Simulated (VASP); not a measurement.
# Si in VASP: further runs, part 2 of 2

VASP 6.6.1. The steps go on from the part before.

## Step 3: Single point, PBE

Input file INCAR:

```
PREC     = Accurate       # precision mode
ENCUT    = 520            # plane-wave cutoff, eV
EDIFF    = 1E-6           # SCF threshold, eV
ISMEAR   = -1             # smearing method
SIGMA    = 0.02           # smearing width, eV
LREAL    = F              # projectors in reciprocal space
LASPH    = T              # aspherical terms in the spheres
NELM     = 80             # most SCF steps
ALGO     = Normal         # electronic algorithm
ISIF     = 2              # what is computed and relaxed
LWAVE    = F              # write WAVECAR
LCHARG   = T              # write CHGCAR
LDIPOL   = T            
IDIPOL   = 3            
DIPOL    = 0.5 0.5 0.500
GGA      = PE             # functional
LELF     = T              # ELF
LVHAR    = T            
LVACPOTAV= T            
NBANDS   = 21             # bands
EFIELD   = -0.1
```

Input file KPOINTS:

```
regular mesh
0
Gamma
  8 6 1
```

Input file POSCAR:

```
Si
1.0
    3.8685410222      0.0000000000      0.0000000000
    0.0000000000      5.4709431802      0.0000000000
    0.0000000000      0.0000000000     19.8685000000
Si
6
Direct
    0.7500000000      0.1155783311      0.4082130297
    0.2500000000      0.8844216689      0.4082130297
    0.2500000000      0.6198304794      0.4999999970
    0.7500000000      0.3801695206      0.4999999970
    0.7500000000      0.1155783125      0.5917869733
    0.2500000000      0.8844216875      0.5917869733
```

Potentials or basis: VASP PAW PBE potentials, release 64 (Si).

On the command line:

```
> cat potpaw_PBE.64/Si/POTCAR > POTCAR
> mpirun -np 1 vasp_std > vasp.out
```

OUTCAR:

```text
PREC = Accurate
   ENCUT = 520
   EDIFF = 1E-6
   ISMEAR = -1
   LREAL = F
   LASPH = T
   NELM = 80
   ISIF = 2
   GGA = PE

 ion  position               nearest neighbor table
   1  0.750  0.116  0.408-   2 2.31   2 2.31   4 2.33
   2  0.250  0.884  0.408-   1 2.31   1 2.31   3 2.33
   3  0.250  0.620  0.500-   2 2.33   6 2.33   4 2.34   4 2.34
   4  0.750  0.380  0.500-   1 2.33   5 2.33   3 2.34   3 2.34
   5  0.750  0.116  0.592-   6 2.31   6 2.31   4 2.33
   6  0.250  0.884  0.592-   5 2.31   5 2.31   3 2.33

  LATTYP: Found a simple orthorhombic cell.
 ALAT       =     3.8685410222
 B/A-ratio  =     1.4142135624
 C/A-ratio  =     5.1359155521

  Lattice vectors:

 A1 = (   3.8685410222,   0.0000000000,   0.0000000000)
 A2 = (   0.0000000000,   5.4709431802,   0.0000000000)
 A3 = (   0.0000000000,   0.0000000000,  19.8685000000)

Analysis of symmetry for initial positions (statically):
=====================================================================
 Subroutine PRICEL returns:
 Original cell was already a primitive cell.

 Routine SETGRP: Setting up the symmetry group for a
 simple orthorhombic supercell.

 Subroutine GETGRP returns: Found  8 space group operations
 (whereof  4 operations were pure point group operations)
 out of a pool of  8 trial point group operations.

The static configuration has the point symmetry C_2h.
 The point group associated with its full space group is D_2h.

Analysis of symmetry for dynamics (positions and initial velocities):
=====================================================================
 An external electric field (EFIELD) may reduce the allowed symmetry operations
 Subroutine PRICEL returns:
 Original cell was already a primitive cell.

 Routine SETGRP: Setting up the symmetry group for a
 simple orthorhombic supercell.

 Subroutine GETGRP returns: Found  4 space group operations
 (whereof  2 operations were pure point group operations)
 out of a pool of  8 trial point group operations.

The dynamic configuration has the point symmetry C_2 .
 The point group associated with its full space group is C_2v.

 Subroutine INISYM returns: Found  4 space group operations
 (whereof  2 operations are pure point group operations),
 and found     1 'primitive' translations

----------------------------------------------------------------------------------------

                                     Primitive cell

  volume of cell :     420.5082

  direct lattice vectors                    reciprocal lattice vectors
     3.868541022  0.000000000  0.000000000     0.258495385  0.000000000  0.000000000
     0.000000000  5.470943180  0.000000000     0.000000000  0.182783839  0.000000000
     0.000000000  0.000000000 19.868500000     0.000000000  0.000000000  0.050330926

  length of vectors
     3.868541022  5.470943180 19.868500000     0.258495385  0.182783839  0.050330926

  position of ions in fractional coordinates (direct lattice)
     0.750000000  0.115578331  0.408213030
     0.250000000  0.884421669  0.408213030
     0.250000000  0.619830479  0.499999997
     0.750000000  0.380169521  0.499999997
     0.750000000  0.115578312  0.591786973
     0.250000000  0.884421688  0.591786973
[... 41 lines left out ...]
  0.375000  0.000000  0.000000      2.000000
  0.500000  0.000000  0.000000      1.000000
  0.000000  0.166667  0.000000      2.000000
[... 12 lines left out ...]
  0.375000  0.500000  0.000000      2.000000
  0.500000  0.500000  0.000000      1.000000
   k-points           NKPTS =     20   k-points in BZ     NKDIM =     20   number of bands    NBANDS=     21
   number of dos      NEDOS =    301   number of ions     NIONS =      6
   total plane-waves  NPLWV = 189000
   dimension x,y,z NGX =    30 NGY =   42 NGZ =  150
   dimension x,y,z NGXF=    60 NGYF=   84 NGZF=  300
   ions per type =               6
   NGX,Y,Z   is equivalent  to a cutoff of  12.89, 12.76, 12.55 a.u.
   NGXF,Y,Z  is equivalent  to a cutoff of  25.78, 25.53, 25.10 a.u.
 SYSTEM =  unknown system
   PREC   = accura    normal or accurate (medium, high low for compatibility)
   ISTART =      0    job   : 0-new  1-cont  2-samecut
   ICHARG =      2    charge: 1-file 2-atom 10-const
   ISPIN  =      1    spin polarized calculation?
   LNONCOLLINEAR =      F non collinear calculations
   LSORBIT =      F    spin-orbit coupling
   LASPH  =      T    aspherical Exc in radial PAW
   ENCUT  =  520.0 eV  38.22 Ry    6.18 a.u.   7.19 10.17 36.94*2*pi/ulx,y,z
   NELM   =     80;   NELMIN=  2; NELMDL= -5     # of ELM steps
   EDIFF  = 0.1E-05   stopping-criterion for ELM
   LREAL  =      F    real-space projection
   EDIFFG = 0.1E-04   stopping-criterion for IOM
   NSW    =      0    number of steps for IOM
   IBRION =     -1    ionic relax: 0-MD 1-quasi-New 2-CG
   NFREE  =      0    steps in history (QN), initial steepest desc. (CG)
   ISIF   =      2    stress and relaxation
   ISYM   =      2    0-nonsym 1-usesym 2-fastsym
   POTIM  = 0.5000    time-step for ionic-motion
   TEBEG  =    0.0;   TEEND  =   0.0 temperature during run
   PSTRESS=    0.0 pullay stress
   NELECT =      24.0000    total number of electrons
   NUPDOWN=      -1.0000    fix difference up-down
   EMIN   =  10.00;   EMAX   =-10.00  energy-range for DOS
   EFERMI =   0.00;   METHOD = LEGACY
   ISMEAR =    -1;   SIGMA  =   0.02  broadening in eV -4-tet -1-fermi 0-gaus
   EFERMI_NEDOS =   21; number of points for ismear=-14 and -15
   IALGO  =     38    algorithm
   IMIX   =      4    mixing-type and parameters
     AMIX     =   0.40;   BMIX     =  1.00
     AMIX_MAG =   1.60;   BMIX_MAG =  1.00
  volume/ion in A,a.u.               =      70.08       472.95
  Fermi-wavevector in a.u.,A,eV,Ry     =   0.630309  1.191112  5.405457  0.397290
  Thomas-Fermi vector in A             =   1.692898
   LORBIT       =      0    0 simple, 1 ext, 2 COOP (PROOUT), +10 PAW based schemes
   GGA     = PE    functional components
   LHFCALC =     F    Hartree Fock is set to
   AEXX    =    0.0000 exact exchange contribution
   IVDW    =     0    specifies the selected vdW correction
   LEPSILON=     F    determine dielectric tensor
   LRPA    =     F    only Hartree local field effects (RPA)
 non-spin polarized calculation
  energy-cutoff  :      520.00
  volume of cell :      420.51
 maximum number of plane-waves:     11370
 NGX is ok and might be reduce to    30
   NGX = 15   NGY = 21   NGZ = 73

 dipolmoment           0.000000      0.000000      0.101981 electrons x Angstroem

 number of electron      23.9999998 magnetization

 dipolmoment           0.000000      0.000000     -0.077211 electrons x Angstroem

 Free energy of the ion-electron system (eV)
  ---------------------------------------------------
  ext. energy  EPLUGINS =         0.00000000
  ---------------------------------------------------
  free energy    TOTEN  =       -28.45108000 eV

  energy without entropy =      -28.44362237  energy(sigma->0) =      -28.44735119

 E-fermi :  -1.7769     XC(G=0):  -3.5164

 val. band max:       -1.7963152583   @ k =   0.0000   0.3333   0.0000
 cond. band min:      -1.7617294390   @ k =   0.1250   0.0000   0.0000
 fundamental gap:      0.0345858193
 Fermi energy:        -1.7769141340

 k-point     1 :       0.0000    0.0000    0.0000
  band No.  band energies     occupation
      1     -13.1342      2.00000
      2     -11.3449      2.00000
      3      -9.9070      2.00000
      4      -8.8370      2.00000
      5      -6.2241      2.00000
      6      -4.9971      2.00000
[... 469 lines left out ...]
     20       2.4786      0.00000
     21       3.6325      0.00000

------------------------ aborting loop because EDIFF is reached ----------------------------------------

  FORCE on cell =-STRESS in cart. coord.  units (eV):
  Direction    XX          YY          ZZ          XY          YZ          ZX
  --------------------------------------------------------------------------------------
  -------------------------------------------------------------------------------------
  Total        0.9652879      2.4073349     -0.0493280      0.0000000      0.0000000      0.0000000
  in kB        3.6778411      9.1721807     -0.1879446      0.0000000      0.0000000      0.0000000
  external PRESSURE =       4.2206924 kB  Pullay stress =       0.0000000 kB

 VOLUME and BASIS-vectors are now :
 -----------------------------------------------------------------------------
  energy-cutoff  :      520.00
  volume of cell :      420.51
      direct lattice vectors                 reciprocal lattice vectors
     3.868541022  0.000000000  0.000000000     0.258495385  0.000000000  0.000000000
     0.000000000  5.470943180  0.000000000     0.000000000  0.182783839  0.000000000
     0.000000000  0.000000000 19.868500000     0.000000000  0.000000000  0.050330926

 POSITION                                       TOTAL-FORCE (eV/Angst)
 -----------------------------------------------------------------------------------
      2.90141      0.63232      8.11058        -0.000000      0.002985      0.003786
      0.96714      4.83862      8.11058        -0.000000     -0.002985      0.003786
      0.96714      3.39106      9.93425        -0.000000     -0.000834      0.000969
      2.90141      2.07989      9.93425        -0.000000      0.000834      0.000969
      2.90141      0.63232     11.75792         0.000000     -0.003120     -0.004755
      0.96714      4.83862     11.75792        -0.000000      0.003120     -0.004755
 -----------------------------------------------------------------------------------
    total drift:                               -0.000000      0.000000     -0.000033

  FREE ENERGIE OF THE ION-ELECTRON SYSTEM (eV)
  ---------------------------------------------------
  free  energy   TOTEN  =       -28.4510800024 eV

  energy  without entropy=      -28.4436223720  energy(sigma->0) =      -28.44735119

 vacuum level on the upper side and lower side of the slab         3.475         2.539
```

It took 2.9 min on 1 thread of AMD EPYC 9R45 (Zen 5), shared host; peak memory 0.47 GiB.

Results:

- Free energy: -28.4511 eV
- Largest force: 0.006 eV/Å
- Band gap on the k mesh: zero (band 12 reaches -1.73 eV, above the bottom of band 13 at -1.89 eV)

Forces on the atoms (eV/Å):
```
Si   0.000  0.003  0.004
Si   0.000 -0.003  0.004
Si   0.000 -0.001  0.001
Si   0.000  0.001  0.001
Si   0.000 -0.003 -0.005
Si   0.000  0.003 -0.005
```

## Step 4: Single point, PBE

Input file INCAR:

```
SYSTEM = Si
PREC = Accurate ; ENCUT = 520
EDIFF = 1E-6 ; ISMEAR = -1
SIGMA = 0.02 ; LREAL = .FALSE.
LASPH = .TRUE. ; NELM = 100
ALGO = Normal ; ISIF = 2
LWAVE = .FALSE. ; LCHARG = .FALSE.
GGA = PE ; NBANDS = 21
```

Input file KPOINTS:

```
regular mesh
0
G
  8 6 1
  0 0 0
```

POSCAR is that of step 3.

On the command line:

```
> cat potpaw_PBE.64/Si/POTCAR > POTCAR
> mpirun -np 1 vasp_std > vasp.out
```

Wall time 2.6 min (1 thread of AMD EPYC 9R45 (Zen 5), shared host); peak memory 0.46 GiB.

Results (log left out):

```yaml
Free_energy: -28.4472 eV
Largest_force: 0.005 eV/Å
Band_gap_on_the_k_mesh: zero (band 12 reaches -1.73 eV, above the bottom of band 13 at -1.89 eV)
```

Forces on the atoms (eV/Å):
```
Si   0.000  0.000  0.005
Si   0.000  0.000  0.005
Si   0.000 -0.001  0.000
Si   0.000  0.001  0.000
Si   0.000  0.000 -0.005
Si   0.000  0.000 -0.005
```

Levels at points of the mesh, in eV from the Fermi level:
```csv
k point,band 8,band 9,band 10,band 11,band 12,band 13,band 14,band 15,band 16,band 17
"(0.00, 0.00, 0.00)",-2.57,-1.40,-0.69,-0.47,-0.35,0.32,1.07,2.19,2.43,2.90
"(0.50, 0.00, 0.00)",-3.36,-2.35,-2.35,-0.89,-0.89,0.56,0.56,2.07,2.07,3.13
"(0.00, 0.50, 0.00)",-1.71,-1.68,-1.33,-0.79,-0.42,0.47,0.82,2.15,2.24,2.36
"(0.50, 0.50, 0.00)",-3.05,-2.53,-2.53,-0.56,-0.56,0.74,0.74,3.31,3.31,4.13
```

## Step 5: Relaxation of the atoms, PBE

Input file INCAR:

```
SYSTEM = Si
  PREC = Accurate
  ENCUT = 520
  EDIFF = 1E-6
  ISMEAR = -1
  SIGMA = 0.02
  LREAL = .FALSE.
  LASPH = .TRUE.
  NELM = 60
  ALGO = Normal
  ISIF = 2
  LWAVE = .FALSE.
  LCHARG = .FALSE.
  LDIPOL = .TRUE.
  IDIPOL = 3
  DIPOL = 0.5 0.5 0.500
  GGA = PE
  IBRION = 2
  NSW = 60
  EDIFFG = -0.01
  KPAR = 4
```

KPOINTS is that of step 4.

Input file POSCAR:

```
Si
1.0
    3.8685410222      0.0000000000      0.0000000000
    0.0000000000      5.4709431802      0.0000000000
    0.0000000000      0.0000000000     19.8685000000
Si
6
Direct
    0.7500000000      0.1250000000      0.4026463744
    0.2500000000      0.8750000000      0.4026463744
    0.2500000000      0.6250000000      0.5000000000
    0.7500000000      0.3750000000      0.5000000000
    0.7500000000      0.1250000000      0.5973536256
    0.2500000000      0.8750000000      0.5973536256
```

On the command line:

```
> cat potpaw_PBE.64/Si/POTCAR > POTCAR
> mpirun -np 4 vasp_std > vasp.out
```

It took 7.5 min on 4 MPI ranks of AMD EPYC 7R43 (Zen 3), shared host; peak memory 0.5 GiB.

The run converged. Its results:

```
Free energy                  : -28.4472 eV
Energy gained by relaxing    : 19.6 meV/atom
Ionic steps                  : 12
Largest force after relaxing : 0.004 eV/Å
Band gap on the k mesh       : zero (band 12 reaches -1.72 eV, above the bottom of band 13 at -1.89 eV)
```

Forces on the atoms (eV/Å):
```
Si   0.000 -0.004  0.000
Si   0.000  0.004  0.000
Si   0.000 -0.001  0.000
Si   0.000  0.001  0.000
Si   0.000 -0.004  0.000
Si   0.000  0.004  0.000
```

The path:
```
step  energy change (eV)  largest force (eV/Å)  pressure (GPa)
   1              0.0000                0.6385           -0.65
   2             -0.0575                0.3281           -0.45
   3             -0.0705                0.2970           -0.28
   4             -0.0869                0.1982           -0.15
   5             -0.0974                0.4007            0.07
   6             -0.1097                0.2249            0.19
   7             -0.1171                0.0917            0.38
   8             -0.1171                0.0676            0.36
   9             -0.1177                0.0177            0.41
  10             -0.1177                0.0179            0.42
  11             -0.1177                0.0188            0.42
  12             -0.1178                0.0040            0.43
```

Final structure:
```
CELL_PARAMETERS angstrom
3.86854 0.00000 0.00000
0.00000 5.47094 0.00000
0.00000 0.00000 19.86850
ATOMIC_POSITIONS crystal
Si 0.75000 0.11560 0.40828
Si 0.25000 0.88440 0.40828
Si 0.25000 0.61972 0.50000
Si 0.75000 0.38028 0.50000
Si 0.75000 0.11560 0.59172
Si 0.25000 0.88440 0.59172
```

Levels at points of the mesh, in eV from the Fermi level:
| k point | band 10 | band 11 | band 12 | band 13 | band 14 | band 15 |
| --- | --- | --- | --- | --- | --- | --- |
| (0.00, 0.00, 0.00) | -0.69 | -0.47 | -0.34 | 0.31 | 1.07 | 2.19 |
| (0.50, 0.00, 0.00) | -2.35 | -0.89 | -0.89 | 0.56 | 0.56 | 2.07 |
| (0.00, 0.50, 0.00) | -1.33 | -0.79 | -0.42 | 0.47 | 0.82 | 2.15 |
| (0.50, 0.50, 0.00) | -2.53 | -0.56 | -0.56 | 0.74 | 0.74 | 3.31 |

## Step 6: Summary

| task | cell | dipole correction | electric field (eV/Å) | gap on the mesh (eV) |
| --- | --- | --- | --- | --- |
| single point | as given | yes | 0.1 | none |
| single point | as given | no | - | none |
| relaxation of the atoms | atoms relaxed | yes | - | none |

Alike in all rows: level PBE; potentials or basis VASP PAW PBE potentials, release 64 (Si); no spin polarisation; k mesh 8 × 6 × 1; cutoff (eV) 520; smearing fermi-dirac 0.02 eV.

Absolute energies hang on the potentials; compare differences alone.
